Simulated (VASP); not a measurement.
# TiC (Fm-3m) in VASP: notebook

Runs on TiC. Level: r2SCAN. Tasks: single point, relaxation of cell and atoms.

Everything below comes from runs of VASP 6.6.1. Logs are shortened: lines on timing, memory, paths and dates and some standing lists are left out, and cuts for length are marked.

## 1. The cell of the first run

It takes space group Fm-3m (No. 225, cubic). Conventional cell: a = 4.328 Å, b = 4.328 Å, c = 4.328 Å, α = 90.00°, β = 90.00°, γ = 90.00°. Within 2.9 Å of Ti (site symmetry m-3m) lie 6 C at 2.16 Å. Within 2.9 Å of C (site symmetry m-3m) lie 6 Ti at 2.16 Å.

## 2. Single point, r2SCAN

Input file POSCAR:

```
TiC
1.0
    0.0000000000      2.1639242704      2.1639242704
    2.1639242704      0.0000000000      2.1639242704
    2.1639242704      2.1639242704      0.0000000000
Ti C
1 1
Direct
    0.0000000000      0.0000000000      0.0000000000
    0.5000000000      0.5000000000      0.5000000000
```

Input file INCAR.step1:

```
SYSTEM = TiC
PREC = Accurate ; ENCUT = 660
ISMEAR = -1 ; SIGMA = 0.05
LREAL = .FALSE. ; LASPH = .TRUE.
NELM = 120 ; NBANDS = 15
GGA = PE ; ALGO = Normal
EDIFF = 1E-5 ; LWAVE = .TRUE.
LCHARG = .FALSE. ; GGA_COMPAT = .FALSE.
```

Input file INCAR.step2:

```
SYSTEM = TiC
PREC = Accurate ; ENCUT = 660
EDIFF = 1E-6 ; ISMEAR = -1
SIGMA = 0.05 ; LREAL = .FALSE.
LASPH = .TRUE. ; NELM = 120
ALGO = Normal ; ISIF = 2
LWAVE = .FALSE. ; LCHARG = .FALSE.
METAGGA = R2SCAN ; LMIXTAU = .TRUE.
NBANDS = 15 ; ISTART = 1
GGA_COMPAT = .FALSE.
```

Input file KPOINTS:

```
regular mesh
0
G
  12 12 12
  0 0 0
```

Potentials or basis: VASP PAW PBE potentials, release 64 (Ti_sv, C).

Run with:

```sh
> cat potpaw_PBE.64/Ti_sv/POTCAR potpaw_PBE.64/C/POTCAR > POTCAR
> cp INCAR.step1 INCAR
> mpirun -np 1 vasp_std > vasp.out
> cp INCAR.step2 INCAR
> mpirun -np 1 vasp_std > vasp.out
```

OUTCAR:

```text
SYSTEM = TiC
   PREC = Accurate
   ENCUT = 660
   EDIFF = 1E-6
   ISMEAR = -1
   LREAL = .FALSE.
   LASPH = .TRUE.
   NELM = 120
   ISIF = 2
   METAGGA = R2SCAN
   ISTART = 1

 ion  position               nearest neighbor table
   1  0.000  0.000  0.000-   2 2.16   2 2.16   2 2.16   2 2.16   2 2.16   2 2.16
   2  0.500  0.500  0.500-   1 2.16   1 2.16   1 2.16   1 2.16   1 2.16   1 2.16

  LATTYP: Found a face centered cubic cell.
 ALAT       =     4.3278485408

  Lattice vectors:

 A1 = (   0.0000000000,   2.1639242704,   2.1639242704)
 A2 = (   2.1639242704,   0.0000000000,   2.1639242704)
 A3 = (   2.1639242704,   2.1639242704,   0.0000000000)

Analysis of symmetry for initial positions (statically):
=====================================================================
 Subroutine PRICEL returns:
 Original cell was already a primitive cell.

 Routine SETGRP: Setting up the symmetry group for a
 face centered cubic supercell.

 Subroutine GETGRP returns: Found 48 space group operations
[... 9 lines left out ...]

 Routine SETGRP: Setting up the symmetry group for a
 face centered cubic supercell.

 Subroutine GETGRP returns: Found 48 space group operations
[... 11 lines left out ...]
                                     Primitive cell

  volume of cell :      20.2654

  direct lattice vectors                    reciprocal lattice vectors
     0.000000000  2.163924270  2.163924270    -0.231061690  0.231061690  0.231061690
     2.163924270  0.000000000  2.163924270     0.231061690 -0.231061690  0.231061690
     2.163924270  2.163924270  0.000000000     0.231061690  0.231061690 -0.231061690

  length of vectors
     3.060251051  3.060251051  3.060251051     0.400210588  0.400210588  0.400210588

  position of ions in fractional coordinates (direct lattice)
     0.000000000  0.000000000  0.000000000
     0.500000000  0.500000000  0.500000000

  ion indices of the primitive-cell ions
   primitive index   ion index
                 1           1
                 2           2

----------------------------------------------------------------------------------------

 KPOINTS: regular mesh

Automatic generation of k-mesh.
 Grid dimensions read from file:
 generate k-points for:   12   12   12

 Generating k-lattice:

  Cartesian coordinates                     Fractional coordinates (reciprocal lattice)
    -0.019255141  0.019255141  0.019255141     0.083333333  0.000000000  0.000000000
     0.019255141 -0.019255141  0.019255141     0.000000000  0.083333333  0.000000000
     0.019255141  0.019255141 -0.019255141     0.000000000  0.000000000  0.083333333

  Length of vectors
[... 59 lines left out ...]
   IBRION =     -1    ionic relax: 0-MD 1-quasi-New 2-CG
   NFREE  =      0    steps in history (QN), initial steepest desc. (CG)
   ISIF   =      2    stress and relaxation
   ISYM   =      2    0-nonsym 1-usesym 2-fastsym
   POTIM  = 0.5000    time-step for ionic-motion
   TEBEG  =    0.0;   TEEND  =   0.0 temperature during run
   PSTRESS=    0.0 pullay stress
   NELECT =      16.0000    total number of electrons
   NUPDOWN=      -1.0000    fix difference up-down
   EMIN   =  10.00;   EMAX   =-10.00  energy-range for DOS
   EFERMI =   0.00;   METHOD = LEGACY
   ISMEAR =    -1;   SIGMA  =   0.05  broadening in eV -4-tet -1-fermi 0-gaus
   EFERMI_NEDOS =   21; number of points for ismear=-14 and -15
   IALGO  =     38    algorithm
   IMIX   =      4    mixing-type and parameters
     AMIX     =   0.40;   BMIX     =  1.00
     AMIX_MAG =   1.60;   BMIX_MAG =  1.00
  volume/ion in A,a.u.               =      10.13        68.38
  Fermi-wavevector in a.u.,A,eV,Ry     =   1.513083  2.859312 31.149455  2.289420
  Thomas-Fermi vector in A             =   2.622921
   LORBIT       =      0    0 simple, 1 ext, 2 COOP (PROOUT), +10 PAW based schemes
   METAGGA = R2SCAN    functional components
   LHFCALC =     F    Hartree Fock is set to
   AEXX    =    0.0000 exact exchange contribution
   IVDW    =     0    specifies the selected vdW correction
   LEPSILON=     F    determine dielectric tensor
   LRPA    =     F    only Hartree local field effects (RPA)
 non-spin polarized calculation
  energy-cutoff  :      660.00
  volume of cell :       20.27
 maximum number of plane-waves:       797
 NGX is ok and might be reduce to    28
   NGX = 13   NGY = 13   NGZ = 13

 number of electron      16.0000001 magnetization

 Free energy of the ion-electron system (eV)
  ---------------------------------------------------
  ext. energy  EPLUGINS =         0.00000000
  ---------------------------------------------------
  free energy    TOTEN  =       -24.87430132 eV

  energy without entropy =      -24.87192597  energy(sigma->0) =      -24.87311364

 E-fermi :   9.5856     XC(G=0): -13.6026

 val. band max:        9.5500075670   @ k =   0.0833   0.0000   0.0000
 cond. band min:       9.6351759218   @ k =   0.4167   0.3333   0.0000
 fundamental gap:      0.0851683548
 Fermi energy:         9.5855575649

 k-point     1 :       0.0000    0.0000    0.0000
  band No.  band energies     occupation
      1     -49.4545      2.00000
      2     -24.4321      2.00000
      3     -24.4321      2.00000
      4     -24.4321      2.00000
      5      -3.6985      2.00000
      6      10.3819      0.00000
      7      10.3819      0.00000
      8      10.3819      0.00000
      9      11.1872      0.00000
     10      11.1872      0.00000
     11      11.1872      0.00000
     12      11.2397      0.00000
     13      11.2397      0.00000
     14      20.7538      0.00000
[... 401 lines left out ...]
      2     -24.8970      2.00000
      3     -24.5729      2.00000
      4     -24.4985      2.00000
      5      -0.4095      2.00000
      6       4.0567      2.00000
      7       6.3658      2.00000
      8       6.6217      2.00000
      9      12.4587      0.00000
     10      12.5544      0.00000
     11      13.6467      0.00000
     12      16.4208      0.00000
     13      17.4554      0.00000
     14      20.1539      0.00000
     15      24.5249      0.00000

 [... further k-points ...]
[... 5 lines left out ...]
  --------------------------------------------------------------------------------------
  -------------------------------------------------------------------------------------
  Total        0.0930164      0.0930164      0.0930164      0.0000000     -0.0000000      0.0000000
  in kB        7.3538370      7.3538370      7.3538370      0.0000000     -0.0000000      0.0000000
  external PRESSURE =       7.3538370 kB  Pullay stress =       0.0000000 kB

 VOLUME and BASIS-vectors are now :
 -----------------------------------------------------------------------------
  energy-cutoff  :      660.00
  volume of cell :       20.27
      direct lattice vectors                 reciprocal lattice vectors
     0.000000000  2.163924270  2.163924270    -0.231061690  0.231061690  0.231061690
     2.163924270  0.000000000  2.163924270     0.231061690 -0.231061690  0.231061690
     2.163924270  2.163924270  0.000000000     0.231061690  0.231061690 -0.231061690

 POSITION                                       TOTAL-FORCE (eV/Angst)
 -----------------------------------------------------------------------------------
      0.00000      0.00000      0.00000        -0.000000      0.000000     -0.000000
      2.16392      2.16392      2.16392         0.000000     -0.000000      0.000000
 -----------------------------------------------------------------------------------
    total drift:                               -0.000000      0.000000      0.000000

  FREE ENERGIE OF THE ION-ELECTRON SYSTEM (eV)
  ---------------------------------------------------
  free  energy   TOTEN  =       -24.8743013217 eV

  energy  without entropy=      -24.8719259663  energy(sigma->0) =      -24.87311364
```

OUTCAR.step1:

```text
SYSTEM = TiC
   PREC = Accurate
   ENCUT = 660
   ISMEAR = -1
   LREAL = .FALSE.
   LASPH = .TRUE.
[... 653 lines left out ...]
      0.00000      0.00000      0.00000         0.000000      0.000000     -0.000000
      2.16392      2.16392      2.16392        -0.000000     -0.000000      0.000000
 -----------------------------------------------------------------------------------
    total drift:                               -0.000000      0.000000      0.000000

  FREE ENERGIE OF THE ION-ELECTRON SYSTEM (eV)
  ---------------------------------------------------
  free  energy   TOTEN  =       -18.7128002441 eV

  energy  without entropy=      -18.7103748706  energy(sigma->0) =      -18.71158756
```

Run time: 1.7 min. Hardware: 1 thread of Intel Xeon Platinum 8375C at 2.90GHz (Ice Lake), shared host; peak memory 0.19 GiB.

What came out:

* Free energy: -24.8743 eV
* Pressure: 0.7 GPa
* Band gap on the k mesh: zero (band 8 reaches 10.38 eV, above the bottom of band 9 at 9.06 eV)

Levels at points of the mesh, in eV from the Fermi level:
| k point | band 5 | band 6 | band 7 | band 8 | band 9 | band 10 | band 11 | band 12 |
| --- | --- | --- | --- | --- | --- | --- | --- | --- |
| (0.00, 0.00, 0.00) | -13.28 | 0.80 | 0.80 | 0.80 | 1.60 | 1.60 | 1.60 | 1.65 |
| (0.50, 0.00, 0.00) | -9.77 | -6.17 | -3.21 | -3.21 | 3.08 | 3.08 | 4.32 | 8.47 |
| (0.50, 0.50, 0.00) | -11.01 | -3.76 | -1.59 | -0.21 | -0.21 | 2.67 | 3.71 | 3.71 |

Caveat: the PAW data sets were made with another functional, which shifts forces and pressure a little.

## 3. Single point, r2SCAN

POSCAR is that of step 2.

Input file INCAR.step1:

```
PREC = Accurate ; ENCUT = 660
ISMEAR = -1 ; SIGMA = 0.05
LREAL = False ; LASPH = True
NELM = 120 ; NBANDS = 15
GGA = PE ; ALGO = Normal
EDIFF = 1E-5 ; LWAVE = True
LCHARG = False ; GGA_COMPAT = False
```

Input file INCAR.step2:

```
PREC = Accurate ; ENCUT = 660
EDIFF = 1E-6 ; ISMEAR = -1
SIGMA = 0.05 ; LREAL = False
LASPH = True ; NELM = 120
ALGO = Normal ; ISIF = 2
LWAVE = False ; LCHARG = False
METAGGA = R2SCAN ; LMIXTAU = True
NBANDS = 15 ; ISTART = 1
GGA_COMPAT = False
```

Input file KPOINTS:

```
Automatic mesh
0
Gamma
  12 12 12
```

Potentials or basis: VASP PAW PBE potentials, release 64 (Ti_sv, C).

Run with:

```sh
> cat potpaw_PBE.64/Ti_sv/POTCAR potpaw_PBE.64/C/POTCAR > POTCAR
> cp INCAR.step1 INCAR
> mpirun -np 1 vasp_std > vasp.out
> cp INCAR.step2 INCAR
> mpirun -np 1 vasp_std > vasp.out
```

Run time: 1.7 min. Hardware: 1 thread of Intel Xeon Platinum 8375C at 2.90GHz (Ice Lake), shared host; peak memory 0.19 GiB.

It converged, with:

```
Free energy            : -24.8743 eV
Pressure               : 0.7 GPa
Band gap on the k mesh : zero (band 8 reaches 10.38 eV, above the bottom of band 9 at 9.06 eV)
```

Levels at points of the mesh, in eV from the Fermi level:
| k point | band 4 | band 5 | band 6 | band 7 | band 8 | band 9 | band 10 | band 11 | band 12 | band 13 |
| --- | --- | --- | --- | --- | --- | --- | --- | --- | --- | --- |
| (0.00, 0.00, 0.00) | -34.02 | -13.28 | 0.80 | 0.80 | 0.80 | 1.60 | 1.60 | 1.60 | 1.65 | 1.65 |
| (0.50, 0.00, 0.00) | -34.07 | -9.77 | -6.17 | -3.21 | -3.21 | 3.08 | 3.08 | 4.32 | 8.47 | 8.47 |
| (0.50, 0.50, 0.00) | -34.19 | -11.01 | -3.76 | -1.59 | -0.21 | -0.21 | 2.67 | 3.71 | 3.71 | 5.91 |

Caveat: the PAW data sets were made with another functional, which shifts forces and pressure a little.

## 4. Relaxation of cell and atoms, r2SCAN

This run uses another cell than the first one, of 10.07 Å³/atom, 0.994 times its volume.

Input file POSCAR:

```
TiC
1.0
    0.0000000000      2.1593000000      2.1593000000
    2.1593000000      0.0000000000      2.1593000000
    2.1593000000      2.1593000000      0.0000000000
Ti C
1 1
Direct
    0.0000000000      0.0000000000      0.0000000000
    0.5000000000      0.5000000000      0.5000000000
```

Input file INCAR.step1:

```
SYSTEM = TiC
PREC = Accurate ; ENCUT = 660
ISMEAR = -1 ; SIGMA = 0.05
LREAL = .FALSE. ; LASPH = .TRUE.
NELM = 120 ; GGA = PE
ALGO = Normal ; EDIFF = 1E-5
LWAVE = .TRUE. ; LCHARG = .FALSE.
GGA_COMPAT = .FALSE. ; IBRION = 2
ISIF = 3 ; EDIFFG = -0.005
NELMIN = 4 ; NSW = 100
```

Input file INCAR.step2:

```
SYSTEM = TiC
PREC = Accurate ; ENCUT = 660
EDIFF = 1E-7 ; ISMEAR = -1
SIGMA = 0.05 ; LREAL = .FALSE.
LASPH = .TRUE. ; NELM = 120
ALGO = Normal ; ISIF = 3
LWAVE = .FALSE. ; LCHARG = .FALSE.
METAGGA = R2SCAN ; LMIXTAU = .TRUE.
IBRION = 2 ; NSW = 100
EDIFFG = -0.002 ; ISTART = 1
GGA_COMPAT = .FALSE. ; NELMIN = 4
```

Input file KPOINTS:

```
regular mesh
0
G
  12 12 12
  0 0 0
```

Run with:

```sh
> cat potpaw_PBE.64/Ti_sv/POTCAR potpaw_PBE.64/C/POTCAR > POTCAR
> cp INCAR.step1 INCAR
> mpirun -np 1 vasp_std > vasp.out
> cp INCAR.step2 INCAR
> mpirun -np 1 vasp_std > vasp.out
```

Run time: 4.4 min. Hardware: 1 thread of Intel Xeon Platinum 8375C at 2.90GHz (Ice Lake), shared host; peak memory 0.19 GiB.

It converged, with:

```
Free energy                            : -24.8742 eV
Relaxed volume                         : 10.16 Å³/atom
Relaxed cell                           : a = 3.063 Å, b = 3.063 Å, c = 3.063 Å, α = 60.00°, β = 60.00°, γ = 60.00°
Space group after relaxing (to 0.05 Å) : Fm-3m (No. 225)
Energy gained by relaxing              : 0.7 meV/atom
Ionic steps                            : 3
Pressure after relaxing                : 0.0 GPa
Band gap on the k mesh                 : zero (band 8 reaches 10.35 eV, above the bottom of band 9 at 9.03 eV)
```

The path:
```tsv
step	energy change (eV)	largest force (eV/Å)	pressure (GPa)	volume (Å³)
1	0.0000	0.0000	2.52	20.14
2	0.0015	0.0000	-3.41	20.60
3	-0.0015	0.0000	0.02	20.33
```

Final structure:
```yaml
crystal:
  lattice:
    - [0.00000, 2.16609, 2.16609]
    - [2.16609, 0.00000, 2.16609]
    - [2.16609, 2.16609, 0.00000]
  atoms:
    - { symbol: Ti, position: [0.00000, 0.00000, 0.00000] }
    - { symbol: C, position: [0.50000, 0.50000, 0.50000] }
```

Levels at points of the mesh, in eV from the Fermi level:
| k point | band 5 | band 6 | band 7 | band 8 | band 9 | band 10 | band 11 | band 12 |
| --- | --- | --- | --- | --- | --- | --- | --- | --- |
| (0.00, 0.00, 0.00) | -13.27 | 0.80 | 0.80 | 0.80 | 1.60 | 1.60 | 1.60 | 1.65 |
| (0.50, 0.00, 0.00) | -9.77 | -6.15 | -3.20 | -3.20 | 3.07 | 3.07 | 4.31 | 8.44 |
| (0.50, 0.50, 0.00) | -11.00 | -3.75 | -1.58 | -0.21 | -0.21 | 2.66 | 3.70 | 3.70 |

Caveat: the PAW data sets were made with another functional, which shifts forces and pressure a little.
